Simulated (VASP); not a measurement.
SnSe (zincblende type):

```
Sn Se
1.0
     0.00000    3.05467    3.05467
     3.05467    0.00000    3.05467
     3.05467    3.05467    0.00000
Sn Se
1 1
Direct
  0.00000 0.00000 0.00000
  0.25000 0.25000 0.25000
```

* Program: VASP 6.6.1
* Task: relaxation of cell and atoms
* Functional: PBE
* Potentials or basis: VASP PAW PBE potentials, release 64 (Sn_d, Se)
* Cutoff: 600 eV
* k mesh: 12 × 12 × 12
* Occupations: fermi-dirac, width 0.05 eV
* Spin: no spin polarisation

At the start: pressure 15.9 GPa; volume 28.50 Å³/atom.

Task: How do energy, volume and symmetry change on relaxing?

Result: Over 4 steps the energy falls by 409.6 meV/atom and the volume is 38.95 Å³/atom (+36.7 %); space group F-43m (No. 216, to 0.1 Å) before and after.

The path:
```
step  energy change (eV)  largest force (eV/Å)  pressure (GPa)  volume (Å³)
   1              0.0000                0.0000           15.92        57.01
   2             -0.7821                0.0000           -1.89        83.71
   3             -0.8190                0.0000            0.18        77.42
   4             -0.8193                0.0000           -0.01        77.90
```

Final structure:
```
Sn Se
1.0
     0.00000    3.38983    3.38983
     3.38983    0.00000    3.38983
     3.38983    3.38983    0.00000
Sn Se
1 1
Cartesian
  6.7797 6.7797 6.7797
  1.6949 1.6949 1.6949
```

Caveat: the volume moved by over 15 % at a fixed basis, so the end points are rough.
